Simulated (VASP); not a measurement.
# Ir (P6_3/mmc) in VASP: further runs

Ir is run at these levels: LDA, PBE, BLYP+D4; tasks: single point.

All numbers are computed with VASP 6.6.1; they aren't measurements. Logs are shortened: lines on timing, memory, paths and dates and some standing lists are left out, and cuts for length are marked.

## 1. The cell of the first run

The structure is hexagonal, space group P6_3/mmc (No. 194). The conventional cell has a = 2.751 Å, b = 2.751 Å, c = 4.462 Å, α = 90.00°, β = 90.00°, γ = 120.00°. Within 3.6 Å of Ir (site symmetry -6m2) lie 12 Ir at 2.74 to 2.75 Å.

## 2. Single point, LDA

INCAR

```
SYSTEM = Ir
  PREC = Accurate
  ENCUT = 500
  EDIFF = 1E-6
  ISMEAR = -1
  SIGMA = 0.05
  LREAL = .False.
  LASPH = .True.
  NELM = 120
  ALGO = Normal
  ISIF = 2
  LWAVE = .False.
  LCHARG = .True.
  GGA = CA
  LELF = .True.
  LVHAR = .True.
  NBANDS = 24
  GGA_COMPAT = .False.
```

KPOINTS

```
Automatic mesh
0
Gamma
  11 11 6
  0 0 0
```

POSCAR

```
Ir
1.0
    2.7513778946      0.0000000000      0.0000000000
   -1.3756889473      2.3827631521      0.0000000000
    0.0000000000      0.0000000000      4.4622900000
Ir
2
Direct
    0.3333333333      0.6666666667      0.2500000000
    0.6666666667      0.3333333333      0.7500000000
```

Potentials or basis: VASP PAW LDA potentials, release 64 (Ir_sv_GW).

On the command line:

```sh
cat potpaw_LDA.64/Ir_sv_GW/POTCAR > POTCAR
mpirun -np 1 vasp_std > vasp.out
```

OUTCAR:

```text
SYSTEM = Ir
   PREC = Accurate
   ENCUT = 500
   EDIFF = 1E-6
   ISMEAR = -1
   LREAL = .False.
   LASPH = .True.
   NELM = 120
   ISIF = 2
   GGA = CA

 ion  position               nearest neighbor table
   1  0.333  0.667  0.250-   2 2.74   2 2.74   2 2.74   2 2.74   2 2.74   2 2.74
   2  0.667  0.333  0.750-   1 2.74   1 2.74   1 2.74   1 2.74   1 2.74   1 2.74

  LATTYP: Found a hexagonal cell.
 ALAT       =     2.7513778946
 C/A-ratio  =     1.6218382828

  Lattice vectors:

 A1 = (   2.7513778946,   0.0000000000,   0.0000000000)
 A2 = (  -1.3756889473,   2.3827631521,   0.0000000000)
 A3 = (   0.0000000000,   0.0000000000,   4.4622900000)

Analysis of symmetry for initial positions (statically):
=====================================================================
 Subroutine PRICEL returns:
 Original cell was already a primitive cell.

 Routine SETGRP: Setting up the symmetry group for a
 hexagonal supercell.

 Subroutine GETGRP returns: Found 24 space group operations
 (whereof 12 operations were pure point group operations)
 out of a pool of 24 trial point group operations.

The static configuration has the point symmetry D_3d.
 The point group associated with its full space group is D_6h.

Analysis of symmetry for dynamics (positions and initial velocities):
=====================================================================
 Subroutine PRICEL returns:
 Original cell was already a primitive cell.

 Routine SETGRP: Setting up the symmetry group for a
 hexagonal supercell.

 Subroutine GETGRP returns: Found 24 space group operations
 (whereof 12 operations were pure point group operations)
 out of a pool of 24 trial point group operations.

The dynamic configuration has the point symmetry D_3d.
 The point group associated with its full space group is D_6h.

 Subroutine INISYM returns: Found 24 space group operations
 (whereof 12 operations are pure point group operations),
 and found     1 'primitive' translations

----------------------------------------------------------------------------------------

                                     Primitive cell

  volume of cell :      29.2542

  direct lattice vectors                    reciprocal lattice vectors
     2.751377895  0.000000000  0.000000000     0.363454254  0.209840411  0.000000000
    -1.375688947  2.382763152  0.000000000     0.000000000  0.419680823  0.000000000
     0.000000000  0.000000000  4.462290000     0.000000000  0.000000000  0.224100182

  length of vectors
     2.751377895  2.751377895  4.462290000     0.419680823  0.419680823  0.224100182

  position of ions in fractional coordinates (direct lattice)
     0.333333333  0.666666667  0.250000000
     0.666666667  0.333333333  0.750000000

  ion indices of the primitive-cell ions
   primitive index   ion index
                 1           1
                 2           2

----------------------------------------------------------------------------------------

 KPOINTS: Automatic mesh

Automatic generation of k-mesh.
 Grid dimensions read from file:
 generate k-points for:   11   11    6

 Generating k-lattice:

  Cartesian coordinates                     Fractional coordinates (reciprocal lattice)
     0.033041296  0.019076401  0.000000000     0.090909091 -0.000000000  0.000000000
     0.000000000  0.038152802  0.000000000     0.000000000  0.090909091  0.000000000
     0.000000000  0.000000000  0.037350030     0.000000000  0.000000000  0.166666667

  Length of vectors
     0.038152802  0.038152802  0.037350030

  Shift w.r.t. Gamma in fractional coordinates (k-lattice)
     0.000000000  0.000000000  0.000000000

 Subroutine IBZKPT returns following result:
 ===========================================

 Found     64 irreducible k-points:

 Following reciprocal coordinates:
            Coordinates               Weight
  0.000000  0.000000  0.000000      1.000000
  0.090909 -0.000000  0.000000      6.000000
  0.181818 -0.000000  0.000000      6.000000
  0.272727 -0.000000  0.000000      6.000000
  0.363636 -0.000000  0.000000      6.000000
  0.454545 -0.000000  0.000000      6.000000
[... 16 lines left out ...]
  0.090909  0.090909  0.166667     12.000000
  0.181818  0.090909  0.166667     24.000000
 [... further k-points ...]
   k-points           NKPTS =     64   k-points in BZ     NKDIM =     64   number of bands    NBANDS=     24
   number of dos      NEDOS =    301   number of ions     NIONS =      2
   total plane-waves  NPLWV =  14400
   dimension x,y,z NGX =    20 NGY =   20 NGZ =   36
   dimension x,y,z NGXF=    40 NGYF=   40 NGZF=   72
   ions per type =               2
   NGX,Y,Z   is equivalent  to a cutoff of  12.08, 12.08, 13.41 a.u.
   NGXF,Y,Z  is equivalent  to a cutoff of  24.17, 24.17, 26.82 a.u.
 SYSTEM =  Ir
   PREC   = accura    normal or accurate (medium, high low for compatibility)
   ISTART =      0    job   : 0-new  1-cont  2-samecut
   ICHARG =      2    charge: 1-file 2-atom 10-const
   ISPIN  =      1    spin polarized calculation?
   LNONCOLLINEAR =      F non collinear calculations
   LSORBIT =      F    spin-orbit coupling
   LASPH  =      T    aspherical Exc in radial PAW
   ENCUT  =  500.0 eV  36.75 Ry    6.06 a.u.   5.02  5.02  8.14*2*pi/ulx,y,z
   NELM   =    120;   NELMIN=  2; NELMDL= -5     # of ELM steps
   EDIFF  = 0.1E-05   stopping-criterion for ELM
   LREAL  =      F    real-space projection
   EDIFFG = 0.1E-04   stopping-criterion for IOM
   NSW    =      0    number of steps for IOM
   IBRION =     -1    ionic relax: 0-MD 1-quasi-New 2-CG
   NFREE  =      0    steps in history (QN), initial steepest desc. (CG)
   ISIF   =      2    stress and relaxation
   ISYM   =      2    0-nonsym 1-usesym 2-fastsym
   POTIM  = 0.5000    time-step for ionic-motion
   TEBEG  =    0.0;   TEEND  =   0.0 temperature during run
   PSTRESS=    0.0 pullay stress
   NELECT =      34.0000    total number of electrons
   NUPDOWN=      -1.0000    fix difference up-down
   EMIN   =  10.00;   EMAX   =-10.00  energy-range for DOS
   EFERMI =   0.00;   METHOD = LEGACY
   ISMEAR =    -1;   SIGMA  =   0.05  broadening in eV -4-tet -1-fermi 0-gaus
   EFERMI_NEDOS =   21; number of points for ismear=-14 and -15
   IALGO  =     38    algorithm
   IMIX   =      4    mixing-type and parameters
     AMIX     =   0.40;   BMIX     =  1.00
     AMIX_MAG =   1.60;   BMIX_MAG =  1.00
  volume/ion in A,a.u.               =      14.63        98.71
  Fermi-wavevector in a.u.,A,eV,Ry     =   1.721227  3.252648 40.308928  2.962623
  Thomas-Fermi vector in A             =   2.797519
   LORBIT       =      0    0 simple, 1 ext, 2 COOP (PROOUT), +10 PAW based schemes
   GGA     = CA    functional components
   LHFCALC =     F    Hartree Fock is set to
   AEXX    =    0.0000 exact exchange contribution
   IVDW    =     0    specifies the selected vdW correction
   LEPSILON=     F    determine dielectric tensor
   LRPA    =     F    only Hartree local field effects (RPA)
 non-spin polarized calculation
  energy-cutoff  :      500.00
  volume of cell :       29.25
 maximum number of plane-waves:       768
 NGX is ok and might be reduce to    20
   NGX =  9   NGY =  9   NGZ = 17

 number of electron      34.0000000 magnetization

 Free energy of the ion-electron system (eV)
  ---------------------------------------------------
  ext. energy  EPLUGINS =         0.00000000
  ---------------------------------------------------
  free energy    TOTEN  =       -21.55482496 eV

  energy without entropy =      -21.52914057  energy(sigma->0) =      -21.54198277

 E-fermi :  12.1095     XC(G=0): -14.5722

 val. band max:       12.0991323637   @ k =   0.3636   0.1818   0.1667
 cond. band min:      12.1159827821   @ k =   0.2727   0.0909   0.3333
 fundamental gap:      0.0168504185
 Fermi energy:        12.1094547883

 k-point     1 :       0.0000    0.0000    0.0000
  band No.  band energies     occupation
      1     -80.3891      2.00000
      2     -80.3304      2.00000
      3     -37.8414      2.00000
      4     -37.2093      2.00000
      5     -37.2093      2.00000
      6     -37.1194      2.00000
[... 16 lines left out ...]
     23      27.8584      0.00000
     24      28.9056      0.00000

 k-point     2 :       0.0909   -0.0000    0.0000
  band No.  band energies     occupation
      1     -80.3853      2.00000
      2     -80.3289      2.00000
      3     -37.8235      2.00000
      4     -37.2524      2.00000
      5     -37.2231      2.00000
      6     -37.1490      2.00000
[... 16 lines left out ...]
     23      28.2573      0.00000
     24      29.3931      0.00000

 k-point     3 :       0.1818   -0.0000    0.0000
  band No.  band energies     occupation
      1     -80.3747      2.00000
      2     -80.3244      2.00000
      3     -37.7719      2.00000
      4     -37.3658      2.00000
      5     -37.2647      2.00000
      6     -37.2591      2.00000
[... 16 lines left out ...]
     23      28.6403      0.00000
     24      29.4188      0.00000

 k-point     4 :       0.2727   -0.0000    0.0000
  band No.  band energies     occupation
      1     -80.3601      2.00000
      2     -80.3188      2.00000
      3     -37.6960      2.00000
      4     -37.5137      2.00000
      5     -37.4120      2.00000
      6     -37.3042      2.00000
[... 16 lines left out ...]
     23      27.0703      0.00000
     24      27.2418      0.00000

 k-point     5 :       0.3636   -0.0000    0.0000
  band No.  band energies     occupation
      1     -80.3449      2.00000
      2     -80.3149      2.00000
      3     -37.6490      2.00000
      4     -37.6102      2.00000
      5     -37.5431      2.00000
      6     -37.3444      2.00000
[... 16 lines left out ...]
     23      24.9097      0.00000
     24      26.0730      0.00000

 k-point     6 :       0.4545   -0.0000    0.0000
  band No.  band energies     occupation
      1     -80.3347      2.00000
      2     -80.3136      2.00000
      3     -37.7297      2.00000
      4     -37.6193      2.00000
      5     -37.5423      2.00000
      6     -37.3682      2.00000
[... 16 lines left out ...]
     23      23.4815      0.00000
     24      23.6061      0.00000
[... 379 lines left out ...]
 k-point    21 :       0.3636   -0.0000    0.1667
  band No.  band energies     occupation
      1     -80.3427      2.00000
      2     -80.3170      2.00000
      3     -37.7055      2.00000
      4     -37.5845      2.00000
      5     -37.5139      2.00000
      6     -37.3341      2.00000
[... 16 lines left out ...]
     23      25.5493      0.00000
     24      25.9396      0.00000

 k-point    22 :       0.4545   -0.0000    0.1667
  band No.  band energies     occupation
      1     -80.3334      2.00000
      2     -80.3153      2.00000
      3     -37.7612      2.00000
      4     -37.6550      2.00000
      5     -37.4856      2.00000
      6     -37.3574      2.00000
[... 16 lines left out ...]
     23      24.2099      0.00000
     24      24.7352      0.00000

 k-point    23 :       0.0909    0.0909    0.1667
  band No.  band energies     occupation
      1     -80.3747      2.00000
      2     -80.3295      2.00000
      3     -37.7528      2.00000
      4     -37.3103      2.00000
      5     -37.2804      2.00000
      6     -37.2311      2.00000
[... 16 lines left out ...]
     23      28.7319      0.00000
     24      29.0337      0.00000

 k-point    24 :       0.1818    0.0909    0.1667
  band No.  band energies     occupation
      1     -80.3623      2.00000
      2     -80.3238      2.00000
      3     -37.7058      2.00000
      4     -37.4244      2.00000
      5     -37.3949      2.00000
      6     -37.2798      2.00000
[... 16 lines left out ...]
     23      27.0839      0.00000
     24      28.2711      0.00000

 [... further k-points ...]

------------------------ aborting loop because EDIFF is reached ----------------------------------------

  FORCE on cell =-STRESS in cart. coord.  units (eV):
  Direction    XX          YY          ZZ          XY          YZ          ZX
  --------------------------------------------------------------------------------------
  -------------------------------------------------------------------------------------
  Total       -3.5231306     -3.5231306     -3.6421048      0.0000000     -0.0000000      0.0000000
  in kB     -192.9525047   -192.9525047   -199.4684026      0.0000000     -0.0000000      0.0000000
  external PRESSURE =    -195.1244707 kB  Pullay stress =       0.0000000 kB

 VOLUME and BASIS-vectors are now :
 -----------------------------------------------------------------------------
  energy-cutoff  :      500.00
  volume of cell :       29.25
      direct lattice vectors                 reciprocal lattice vectors
     2.751377895  0.000000000  0.000000000     0.363454254  0.209840411  0.000000000
    -1.375688947  2.382763152  0.000000000     0.000000000  0.419680823  0.000000000
     0.000000000  0.000000000  4.462290000     0.000000000  0.000000000  0.224100182

 POSITION                                       TOTAL-FORCE (eV/Angst)
 -----------------------------------------------------------------------------------
     -0.00000      1.58851      1.11557        -0.000000      0.000000      0.000000
      1.37569      0.79425      3.34672         0.000000     -0.000000      0.000000
 -----------------------------------------------------------------------------------
    total drift:                                0.000000     -0.000000      0.000000

  FREE ENERGIE OF THE ION-ELECTRON SYSTEM (eV)
  ---------------------------------------------------
  free  energy   TOTEN  =       -21.5548249593 eV

  energy  without entropy=      -21.5291405747  energy(sigma->0) =      -21.54198277
```

Run time: 19 s. Hardware: 1 thread of Intel Xeon 6975P-C (Granite Rapids), shared host; peak memory 0.16 GiB.

What came out:

```yaml
Free_energy: -21.5548 eV
Pressure: -19.5 GPa
Band_gap_on_the_k_mesh: zero (band 17 reaches 13.04 eV, above the bottom of band 18 at 9.97 eV)
```

Caveat: spin-orbit coupling is left out, which moves the levels of the heavy elements.

(Continued in part 2 of 2.)
